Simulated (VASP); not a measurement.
# Se (P6_3/mmc) in VASP: further runs, part 2 of 2

VASP 6.6.1. The steps go on from the part before.

### Step 3. Single point, PBEsol (O replaced by Se, lengths x 1.491, strained)

The input, INCAR:

```
PREC = Accurate
ENCUT = 520
EDIFF = 1E-7
ISMEAR = 0
SIGMA = 0.1
LREAL = False
LASPH = True
NELM = 60
ALGO = Normal
ISIF = 2
LWAVE = False
LCHARG = False
GGA = PS
NBANDS = 20
```

The input, KPOINTS:

```
regular mesh
0
Gamma
  15 15 4
```

The input, POSCAR:

```
Se
1.0
    3.7122224524      0.0000000000      0.0000000000
   -1.8561112262      3.2148789482      0.0000000000
    0.0000000000      0.0000000000     11.4409694332
Se
4
Direct
    0.3333333300      0.6666666700      0.3601245158
    0.6666666700      0.3333333300      0.6398754842
    0.6666666700      0.3333333300      0.8601245158
    0.3333333300      0.6666666700      0.1398754842
```

Potentials or basis: VASP PAW PBE potentials, release 64 (Se).

Command:

```console
cat potpaw_PBE.64/Se/POTCAR > POTCAR
mpirun -np 1 vasp_std > vasp.out
```

OUTCAR:

```text
PREC = Accurate
   ENCUT = 520
   EDIFF = 1E-7
   ISMEAR = 0
   LREAL = False
   LASPH = True
   NELM = 60
   ISIF = 2
   GGA = PS

 ion  position               nearest neighbor table
   1  0.333  0.667  0.360-   4 2.52
   2  0.667  0.333  0.640-   3 2.52
   3  0.667  0.333  0.860-   2 2.52
   4  0.333  0.667  0.140-   1 2.52

  LATTYP: Found a hexagonal cell.
 ALAT       =     3.7122224524
 C/A-ratio  =     3.0819730175

  Lattice vectors:

 A1 = (   3.7122224524,   0.0000000000,   0.0000000000)
 A2 = (  -1.8561112262,   3.2148789482,   0.0000000000)
 A3 = (   0.0000000000,   0.0000000000,  11.4409694332)

Analysis of symmetry for initial positions (statically):
=====================================================================
 Subroutine PRICEL returns:
 Original cell was already a primitive cell.

 Routine SETGRP: Setting up the symmetry group for a
 hexagonal supercell.

 Subroutine GETGRP returns: Found 24 space group operations
 (whereof 12 operations were pure point group operations)
 out of a pool of 24 trial point group operations.

The static configuration has the point symmetry D_3d.
[... 168 lines left out ...]
 E-fermi :   0.4055     XC(G=0):  -8.3043

 val. band max:        0.3949341874   @ k =   0.0000   0.0000   0.5000
 cond. band min:       0.4116734920   @ k =   0.0667   0.0000   0.2500
 fundamental gap:      0.0167393046
 Fermi energy:         0.4055379343

 k-point     1 :       0.0000    0.0000    0.0000
  band No.  band energies     occupation
      1     -13.1258      2.00000
      2     -12.9042      2.00000
      3     -11.2816      2.00000
      4     -10.7923      2.00000
      5      -3.9515      2.00000
      6      -2.3359      2.00000
[... 541 lines left out ...]
     19       8.4747      0.00000
     20       8.6571      0.00000

 [... further k-points ...]

------------------------ aborting loop because EDIFF is reached ----------------------------------------

  FORCE on cell =-STRESS in cart. coord.  units (eV):
  Direction    XX          YY          ZZ          XY          YZ          ZX
  --------------------------------------------------------------------------------------
  -------------------------------------------------------------------------------------
  Total       -3.9588002     -3.9588002    -18.6422380      0.0000000      0.0000000     -0.0000000
  in kB      -46.4528880    -46.4528880   -218.7495591      0.0000000      0.0000000     -0.0000000
  external PRESSURE =    -103.8851117 kB  Pullay stress =       0.0000000 kB

 VOLUME and BASIS-vectors are now :
 -----------------------------------------------------------------------------
  energy-cutoff  :      520.00
  volume of cell :      136.54
      direct lattice vectors                 reciprocal lattice vectors
     3.712222452  0.000000000  0.000000000     0.269380408  0.155526851  0.000000000
    -1.856111226  3.214878948  0.000000000     0.000000000  0.311053703  0.000000000
     0.000000000  0.000000000 11.440969433     0.000000000  0.000000000  0.087405181

 POSITION                                       TOTAL-FORCE (eV/Angst)
 -----------------------------------------------------------------------------------
     -0.00000      2.14325      4.12017         0.000000      0.000000     -3.126086
      1.85611      1.07163      7.32080        -0.000000     -0.000000      3.126086
      1.85611      1.07163      9.84066        -0.000000     -0.000000     -3.126086
     -0.00000      2.14325      1.60031         0.000000      0.000000      3.126086
 -----------------------------------------------------------------------------------
    total drift:                                0.000002     -0.000001      0.000003

  FREE ENERGIE OF THE ION-ELECTRON SYSTEM (eV)
  ---------------------------------------------------
  free  energy   TOTEN  =       -12.6280269887 eV

  energy  without entropy=      -12.6129572123  energy(sigma->0) =      -12.62049210
```

OSZICAR:

```text
N       E                     dE             d eps       ncg     rms          rms(c)
DAV:   1     0.119970167808E+03    0.11997E+03   -0.93024E+03  3240   0.973E+02
DAV:   2    -0.291333598338E+01   -0.12288E+03   -0.12012E+03  4648   0.157E+02
DAV:   3    -0.126453957640E+02   -0.97321E+01   -0.96439E+01  3948   0.491E+01
DAV:   4    -0.127541020998E+02   -0.10871E+00   -0.10865E+00  3952   0.611E+00
DAV:   5    -0.127548149087E+02   -0.71281E-03   -0.71278E-03  3852   0.530E-01    0.396E+00
DAV:   6    -0.126618048650E+02    0.93010E-01   -0.81131E-02  3688   0.132E+00    0.218E+00
DAV:   7    -0.126277822624E+02    0.34023E-01   -0.11068E-01  3672   0.150E+00    0.240E-01
DAV:   8    -0.126279677548E+02   -0.18549E-03   -0.49228E-03  3572   0.387E-01    0.108E-01
DAV:   9    -0.126280176023E+02   -0.49847E-04   -0.51066E-04  3824   0.120E-01    0.502E-02
DAV:  10    -0.126280231282E+02   -0.55259E-05   -0.27416E-05  3636   0.245E-02    0.141E-02
DAV:  11    -0.126280269071E+02   -0.37789E-05   -0.91172E-06  3696   0.180E-02    0.404E-03
DAV:  12    -0.126280268580E+02    0.49136E-07   -0.12240E-06  3932   0.508E-03    0.923E-04
DAV:  13    -0.126280269614E+02   -0.10338E-06   -0.12650E-07  2560   0.212E-03    0.126E-03
DAV:  14    -0.126280269887E+02   -0.27348E-07   -0.75411E-09  2020   0.508E-04
   1 F= -.12628027E+02 E0= -.12620492E+02  d E =-.150698E-01
```

stdout:

```text
POSCAR found type information on POSCAR Se
 POSCAR found :  1 types and       4 ions
 scaLAPACK will be used
 -----------------------------------------------------------------------------
|                                                                             |
|                                                                             |
|     You enforced a specific xc type in the INCAR file but a different       |
|     I HOPE YOU KNOW WHAT YOU ARE DOING!                                     |
|                                                                             |
 -----------------------------------------------------------------------------

 LDA part: xc-table for (Slater+PW92), standard interpolation
 POSCAR, INCAR and KPOINTS ok, starting setup
 FFT: planning ... GRIDC
 FFT: planning ... GRID_SOFT
 FFT: planning ... GRID
 WAVECAR not read
 entering main loop
```

It took 3.3 min on 1 thread of Oxide Virtual Turin-like, shared host; peak memory 0.31 GiB.

Results:

```yaml
Free_energy: -12.6280 eV
Pressure: -10.4 GPa
Largest_force: 3.126 eV/Å
Band_gap_on_the_k_mesh: zero (bands 12 and 13 overlap by 2.44 eV)
```

Forces on the atoms (eV/Å):
```
Se   0.000  0.000 -3.126
Se   0.000  0.000  3.126
Se   0.000  0.000 -3.126
Se   0.000  0.000  3.126
```

Caveat: the cell differs from its parent crystal (O replaced by Se, lengths x 1.491, strained); the stress differs along the axes, from -22 to -5 GPa; this functional lacks dispersion, which holds the molecules together, so the pressure and a relaxed volume are unreliable; the PAW data sets were made with another functional, which shifts forces and pressure a little; this functional lacks dispersion, which binds layers or chains, so the pressure and a relaxed spacing across them are unreliable.

The gap in the log of VASP goes by the Fermi energy; the results here count the filled bands.